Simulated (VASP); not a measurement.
# H4C2O in VASP: a series of runs

Runs on H4C2O. Level: PBE. Tasks: single point.

All numbers are computed with VASP 6.6.1; they aren't measurements. Logs are shortened: lines on timing, memory, paths and dates and some standing lists are left out, and cuts for length are marked.

### 1 The cell of the first run

The cell holds an amorphous packing of atoms, 28 atoms: a = 7.114 Å, b = 7.114 Å, c = 7.114 Å, α = 90.00°, β = 90.00°, γ = 90.00°.

### 2 Single point, PBE

INCAR

```
SYSTEM = H4C2O
PREC = Accurate
ENCUT = 520
EDIFF = 1E-6
ISMEAR = -1
SIGMA = 0.05
LREAL = Auto
LASPH = .TRUE.
NELM = 80
ALGO = Normal
ISIF = 2
LWAVE = .FALSE.
LCHARG = .FALSE.
GGA = PE
NBANDS = 56
```

KPOINTS

```
Automatic mesh
0
G
  1 1 1
  0 0 0
```

POSCAR

```
H4C2O
1.0
    7.1137870000      0.0000000000      0.0000000000
    0.0000000000      7.1137870000      0.0000000000
    0.0000000000      0.0000000000      7.1137870000
C H O
8 16 4
Direct
    0.7131222793      0.6950025352      1.0493707501
    0.8297971249      0.7954272457      0.9746426200
    0.8298533538      0.5251914346      0.4727720973
    0.6824494464      0.6006786540      0.4638035972
    0.6017891736      0.1574266983      0.3070657021
    0.5626257857      0.1403190734      0.1397427277
    0.2632353204      0.6522545586      0.7764078402
    0.2430351091      0.7673971683      0.6533510211
    0.9158413093      0.8711815521      0.8835940688
    0.6223829867      0.6026044918      1.1205283487
    0.5562297550      0.6781760545      0.4568312208
    0.9408631436      0.4355204900      0.4757381687
    0.5288041377      0.1796511478     -0.0008293754
    0.6269515801      0.1475304223      0.4532466322
    0.2498387989      0.8721233852      0.5472331404
    0.2648659568      0.5638206486      0.8962877297
    0.2999386965      0.1924713236      0.3334651431
    0.1265148928      0.0703985093      0.3763115202
    0.1873826135      0.4571826511      0.2640225241
    0.0653941424      0.4782825238      0.0855100104
   -0.0866064728      0.9414254321      0.1779080538
    0.0990189895      0.8076710759      0.2030704602
    0.5142549250      0.0046529366      0.8127879005
    0.3677366219      0.0726757773      0.6792162880
    0.1947064201      0.1785265710      0.4360406068
    0.1710340779      0.5235748554      0.1424557693
    0.0306587757      0.9164879410      0.2530016713
    0.4819092840      0.1062584528      0.7356981591
```

Potentials or basis: VASP PAW PBE potentials, release 64 (C, H, O).

Launch:

```
$ cat potpaw_PBE.64/C/POTCAR potpaw_PBE.64/H/POTCAR potpaw_PBE.64/O/POTCAR > POTCAR
$ mpirun -np 1 vasp_gam > vasp.out
```

OUTCAR:

```text
SYSTEM = H4C2O
   PREC = Accurate
   ENCUT = 520
   EDIFF = 1E-6
   ISMEAR = -1
   LREAL = Auto
   LASPH = .TRUE.
   NELM = 80
   ISIF = 2
   GGA = PE

 ion  position               nearest neighbor table
   1  0.713  0.695  0.049-  10 1.05   2 1.22
   2  0.830  0.795  0.975-   9 1.04   1 1.22
   3  0.830  0.525  0.473-  12 1.02   4 1.18
   4  0.682  0.601  0.464-  11 1.05   3 1.18
   5  0.602  0.157  0.307-  14 1.06   6 1.23
   6  0.563  0.140  0.140-  13 1.07   5 1.23
   7  0.263  0.652  0.776-  16 1.06   8 1.21
   8  0.243  0.767  0.653-  15 1.06   7 1.21
   9  0.916  0.871  0.884-   2 1.04
  10  0.622  0.603  0.121-   1 1.05
  11  0.556  0.678  0.457-   4 1.05
  12  0.941  0.436  0.476-   3 1.02
  13  0.529  0.180  0.999-   6 1.07
  14  0.627  0.148  0.453-   5 1.06
[... 8 lines left out ...]
  23  0.514  0.005  0.813-  28 0.94
  24  0.368  0.073  0.679-  28 0.94
  25  0.195  0.179  0.436-  18 1.00  17 1.05
  26  0.171  0.524  0.142-  20 0.91  19 0.99
  27  0.031  0.916  0.253-  22 0.98  21 1.01
  28  0.482  0.106  0.736-  23 0.94  24 0.94

  LATTYP: Found a simple cubic cell.
 ALAT       =     7.1137870000

  Lattice vectors:

 A1 = (   7.1137870000,   0.0000000000,   0.0000000000)
 A2 = (   0.0000000000,   7.1137870000,   0.0000000000)
 A3 = (   0.0000000000,   0.0000000000,   7.1137870000)

Analysis of symmetry for initial positions (statically):
=====================================================================
 Subroutine PRICEL returns:
 Original cell was already a primitive cell.

 Routine SETGRP: Setting up the symmetry group for a
 simple cubic supercell.

 Subroutine GETGRP returns: Found  1 space group operations
 (whereof  1 operations were pure point group operations)
 out of a pool of 48 trial point group operations.

The static configuration has the point symmetry C_1 .

Analysis of symmetry for dynamics (positions and initial velocities):
=====================================================================
 Subroutine PRICEL returns:
 Original cell was already a primitive cell.

 Routine SETGRP: Setting up the symmetry group for a
 simple cubic supercell.

 Subroutine GETGRP returns: Found  1 space group operations
 (whereof  1 operations were pure point group operations)
 out of a pool of 48 trial point group operations.

The dynamic configuration has the point symmetry C_1 .

 Subroutine INISYM returns: Found  1 space group operations
 (whereof  1 operations are pure point group operations),
[... 128 lines left out ...]
   IBRION =     -1    ionic relax: 0-MD 1-quasi-New 2-CG
   NFREE  =      0    steps in history (QN), initial steepest desc. (CG)
   ISIF   =      2    stress and relaxation
   ISYM   =      2    0-nonsym 1-usesym 2-fastsym
   POTIM  = 0.5000    time-step for ionic-motion
   TEBEG  =    0.0;   TEEND  =   0.0 temperature during run
   PSTRESS=    0.0 pullay stress
   NELECT =      72.0000    total number of electrons
   NUPDOWN=      -1.0000    fix difference up-down
   EMIN   =  10.00;   EMAX   =-10.00  energy-range for DOS
   EFERMI =   0.00;   METHOD = LEGACY
   ISMEAR =    -1;   SIGMA  =   0.05  broadening in eV -4-tet -1-fermi 0-gaus
   EFERMI_NEDOS =   21; number of points for ismear=-14 and -15
   IALGO  =     38    algorithm
   IMIX   =      4    mixing-type and parameters
     AMIX     =   0.40;   BMIX     =  1.00
     AMIX_MAG =   1.60;   BMIX_MAG =  1.00
  volume/ion in A,a.u.               =      12.86        86.76
  Fermi-wavevector in a.u.,A,eV,Ry     =   0.957381  1.809188 12.470806  0.916578
  Thomas-Fermi vector in A             =   2.086394
   LORBIT       =      0    0 simple, 1 ext, 2 COOP (PROOUT), +10 PAW based schemes
   GGA     = PE    functional components
   LHFCALC =     F    Hartree Fock is set to
   AEXX    =    0.0000 exact exchange contribution
   IVDW    =     0    specifies the selected vdW correction
   LEPSILON=     F    determine dielectric tensor
   LRPA    =     F    only Hartree local field effects (RPA)
 non-spin polarized calculation
  energy-cutoff  :      520.00
  volume of cell :      360.00
 maximum number of plane-waves:      4886
 NGX is ok and might be reduce to    54
   NGX = 27   NGY = 27   NGZ = 27

 number of electron      72.0000000 magnetization

 Free energy of the ion-electron system (eV)
  ---------------------------------------------------
  ext. energy  EPLUGINS =         0.00000000
  ---------------------------------------------------
  free energy    TOTEN  =      -148.82724503 eV

  energy without entropy =     -148.82724503  energy(sigma->0) =     -148.82724503

 E-fermi :  -2.3389     XC(G=0):  -6.4198

 val. band max:       -3.5528597432   @ k =   0.0000   0.0000   0.0000
 cond. band min:       1.7078234076   @ k =   0.0000   0.0000   0.0000
 fundamental gap:      5.2606831509
 Fermi energy:        -2.3389274206

 k-point     1 :       0.0000    0.0000    0.0000
  band No.  band energies     occupation
      1     -23.1038      2.00000
      2     -22.7080      2.00000
      3     -22.2262      2.00000
      4     -21.2536      2.00000
      5     -15.9162      2.00000
      6     -15.6852      2.00000
[... 40 lines left out ...]
     47       4.4838      0.00000
     48       4.5867      0.00000
 [bands above 48 left out]

------------------------ aborting loop because EDIFF is reached ----------------------------------------

  FORCE on cell =-STRESS in cart. coord.  units (eV):
  Direction    XX          YY          ZZ          XY          YZ          ZX
  --------------------------------------------------------------------------------------
  -------------------------------------------------------------------------------------
  Total        9.6702379      6.0824420      6.1078562      0.3554811      0.1121227      3.6860886
  in kB       43.0373151     27.0698587     27.1829640      1.5820658      0.4990014     16.4049074
  external PRESSURE =      32.4300459 kB  Pullay stress =       0.0000000 kB

 VOLUME and BASIS-vectors are now :
 -----------------------------------------------------------------------------
  energy-cutoff  :      520.00
  volume of cell :      360.00
      direct lattice vectors                 reciprocal lattice vectors
     7.113787000  0.000000000  0.000000000     0.140572103  0.000000000  0.000000000
     0.000000000  7.113787000  0.000000000     0.000000000  0.140572103  0.000000000
     0.000000000  0.000000000  7.113787000     0.000000000  0.000000000  0.140572103

 POSITION                                       TOTAL-FORCE (eV/Angst)
 -----------------------------------------------------------------------------------
      5.07300      4.94410      0.35121         1.051622      0.871494     -1.052644
      5.90300      5.65850      6.93340        -1.882508     -1.367287      0.159435
      5.90340      3.73610      3.36320         0.482323     -0.387670      0.130775
      4.85480      4.27310      3.29940        -2.110929      1.339924      0.052257
      4.28100      1.11990      2.18440        -0.408951     -0.513961     -1.917751
      4.00240      0.99820      0.99410         0.461980      0.912265      1.876457
[... 20 lines left out ...]
      0.21810      6.51970      1.79980        -0.317276      0.521881     -0.048981
      3.42820      0.75590      5.23360         1.536631      2.088542     -0.217371
 -----------------------------------------------------------------------------------
    total drift:                               -0.000298     -0.009126     -0.024333

  FREE ENERGIE OF THE ION-ELECTRON SYSTEM (eV)
  ---------------------------------------------------
  free  energy   TOTEN  =      -148.8272450284 eV

  energy  without entropy=     -148.8272450283  energy(sigma->0) =     -148.82724503
```

OSZICAR:

```text
N       E                     dE             d eps       ncg     rms          rms(c)
DAV:   1     0.497030112518E+03    0.49703E+03   -0.36809E+04   112   0.115E+03
DAV:   2    -0.108873137577E+03   -0.60590E+03   -0.58841E+03   144   0.264E+02
DAV:   3    -0.166882423289E+03   -0.58009E+02   -0.57587E+02   144   0.866E+01
DAV:   4    -0.168048467194E+03   -0.11660E+01   -0.11627E+01   144   0.145E+01
DAV:   5    -0.168069183730E+03   -0.20717E-01   -0.20694E-01   152   0.183E+00    0.238E+01
DAV:   6    -0.151032303115E+03    0.17037E+02   -0.38762E+01   128   0.232E+01    0.112E+01
DAV:   7    -0.149031586911E+03    0.20007E+01   -0.60162E+00   144   0.902E+00    0.570E+00
DAV:   8    -0.148832881633E+03    0.19871E+00   -0.89962E-01   144   0.387E+00    0.158E+00
DAV:   9    -0.148820438618E+03    0.12443E-01   -0.76297E-02   136   0.140E+00    0.442E-01
DAV:  10    -0.148825212118E+03   -0.47735E-02   -0.19075E-02   128   0.577E-01    0.227E-01
DAV:  11    -0.148827169735E+03   -0.19576E-02   -0.59985E-03   136   0.414E-01    0.137E-01
DAV:  12    -0.148827294360E+03   -0.12462E-03   -0.17200E-03   128   0.190E-01    0.470E-02
DAV:  13    -0.148827309977E+03   -0.15617E-04   -0.64044E-04   128   0.116E-01    0.331E-02
DAV:  14    -0.148827250603E+03    0.59374E-04   -0.12508E-04   136   0.647E-02    0.774E-03
DAV:  15    -0.148827245800E+03    0.48025E-05   -0.35584E-05   128   0.238E-02    0.576E-03
DAV:  16    -0.148827245028E+03    0.77179E-06   -0.28611E-06   128   0.813E-03
   1 F= -.14882725E+03 E0= -.14882725E+03  d E =-.794162E-10
```

stdout:

```text
POSCAR found type information on POSCAR C H O
 POSCAR found :  3 types and      28 ions
 scaLAPACK will be used
 LDA part: xc-table for (Slater+PW92), standard interpolation
 POSCAR, INCAR and KPOINTS ok, starting setup
 FFT: planning ... GRIDC
 FFT: planning ... GRID_SOFT
 FFT: planning ... GRID
 WAVECAR not read
 entering main loop
```

It took 68 s on 1 thread of Intel Xeon Platinum 8375C at 2.90GHz (Ice Lake), shared host; peak memory 0.35 GiB.

Results:

```yaml
Free_energy: -148.8272 eV
Pressure: 3.2 GPa
Largest_force: 4.336 eV/Å
Band_gap_on_the_k_mesh: 5.26 eV
```

Forces on the atoms (eV/Å):
```
C    1.052  0.871 -1.053
C   -1.883 -1.367  0.159
C    0.482 -0.388  0.131
C   -2.111  1.340  0.052
C   -0.409 -0.514 -1.918
C    0.462  0.912  1.876
C   -0.177  0.388 -0.404
C    0.297 -0.216  0.032
H    0.850  0.653 -0.736
H   -0.528 -0.444  0.407
H   -0.512  0.272  0.083
H    2.156 -1.388  0.180
H   -0.165 -0.133 -0.573
H    0.143 -0.005  0.875
H   -0.312  0.186 -0.426
H    0.221 -0.451  0.349
H   -1.397 -0.189  1.939
H   -0.381  0.183 -0.090
H   -0.332  0.101 -0.692
H   -3.200 -1.356 -1.327
H    1.098 -0.657  0.736
H   -0.528 -0.070 -0.121
H    0.541 -1.837  0.984
H   -1.881 -0.115 -1.022
O    1.929  0.475 -1.663
O    3.367  1.138  2.484
O   -0.317  0.522 -0.049
O    1.537  2.089 -0.217
```

Caveat: the k points lie up to 0.88 Å⁻¹ apart.

### 3 Single point, PBE

INCAR

```
SYSTEM = H4C2O
ALGO = Normal
EDIFF = 1E-7
ENCUT = 520
GGA = PE
ISIF = 2
ISMEAR = -1
LASPH = .TRUE.
LCHARG = .TRUE.
LELF = .TRUE.
LREAL = Auto
LVHAR = .TRUE.
LWAVE = .FALSE.
NBANDS = 56
NELM = 60
PREC = Accurate
SIGMA = 0.05
```

KPOINTS

```
k-points
0
G
  1 1 1
  0 0 0
```

POSCAR

```
H4C2O
1.0
    7.1137870000      0.0000000000      0.0000000000
    0.0000000000      7.1137870000      0.0000000000
    0.0000000000      0.0000000000      7.1137870000
C H O
8 16 4
Direct
    0.7411664139      0.7389172602      1.0910082070
    0.7959614197      0.7785585933      0.9371239257
    0.7926720325      0.4523329135      0.5186126602
    0.6818590436      0.5653950561      0.5809423307
    0.6103359575      0.1245328262      0.2566284315
    0.5224081070      0.1890694787      0.1278362706
    0.2660467624      0.6001304228      0.7583724393
    0.2162420663      0.7292318423      0.6705148748
    0.8439386785      0.8187059860      0.7972968547
    0.6961271120      0.7262798282      1.2284596095
    0.5652825984      0.6307048552      0.6502584348
    0.9041035387      0.3832698393      0.4425490952
    0.4473566611      0.2762101255      0.0428604343
    0.6964644851      0.0862831569      0.3673430200
    0.1945658480      0.8425470147      0.5594910278
    0.2891568162      0.4663198378      0.8101451449
    0.3524986059      0.2477302174      0.3622121382
    0.1421465107      0.1787093147      0.3547618167
    0.1711746500      0.4795757871      0.2712760447
    0.0676151816      0.4776077777      0.0800136411
   -0.0711435414      1.0232243389      0.1276254125
    0.0670388360      0.8826100641      0.2151737183
    0.4752321091     -0.0888275120      0.7586535835
    0.4262567884      0.0613737802      0.6139627177
    0.2347272979      0.2461979815      0.4291385165
    0.1905736002      0.5124134304      0.1346540176
   -0.0118642855      0.9932262521      0.2525096689
    0.4957415790      0.0429026059      0.7297660163
```

Potentials or basis: VASP PAW PBE potentials, release 64 (C, H, O).

Launch:

```
$ cat potpaw_PBE.64/C/POTCAR potpaw_PBE.64/H/POTCAR potpaw_PBE.64/O/POTCAR > POTCAR
$ mpirun -np 1 vasp_gam > vasp.out
```

Run time: 77 s. Hardware: 1 thread of Intel Xeon Platinum 8375C at 2.90GHz (Ice Lake), shared host; peak memory 0.34 GiB.

The run converged. Its results:

```
Free energy            : -148.6011 eV
Pressure               : 2.8 GPa
Largest force          : 7.179 eV/Å
Band gap on the k mesh : 5.18 eV
```

Forces on the atoms (eV/Å):
```
C   -0.055 -0.056 -0.377
C    0.670  0.430 -1.999
C    0.529  0.346 -0.599
C   -0.242 -0.559  0.141
C   -0.395  0.382 -0.483
C    0.903 -0.525  1.084
C    0.756 -2.873  1.622
C   -1.406  5.433 -4.477
H   -0.198 -0.299  0.668
H   -0.536 -0.460  1.482
H    0.030  0.161 -0.107
H   -0.181 -0.072  0.379
H   -1.297  1.059 -1.751
H    0.780 -0.724  1.153
H   -0.004 -1.286  1.720
H    0.425 -1.202  0.905
H    0.486 -0.160 -0.615
H   -0.065 -0.720 -0.481
H    0.495  0.040 -1.070
H    0.523  0.382  0.087
H    0.268 -0.289  1.198
H   -0.557  0.745  0.384
H   -0.081 -0.084  0.259
H   -0.274  0.310 -0.153
O   -0.547  0.621  1.374
O   -1.068 -0.312  1.084
O    0.743 -0.366 -1.385
O    0.297  0.076 -0.043
```

Stress tensor (GPa, compression positive):
```
 2.36 -0.84  0.76
-0.84  2.86 -1.31
 0.76 -1.31  3.24
```

Levels at points of the mesh, in eV from the valence-band top:
```tsv
k point	band 33	band 34	band 35	band 36	band 37	band 38	band 39	band 40
(0.00, 0.00, 0.00)	-0.44	-0.39	-0.17	0.00	5.18	5.40	5.70	5.82
```

Caveat: the k points lie up to 0.88 Å⁻¹ apart.

(Continued in part 2 of 2.)
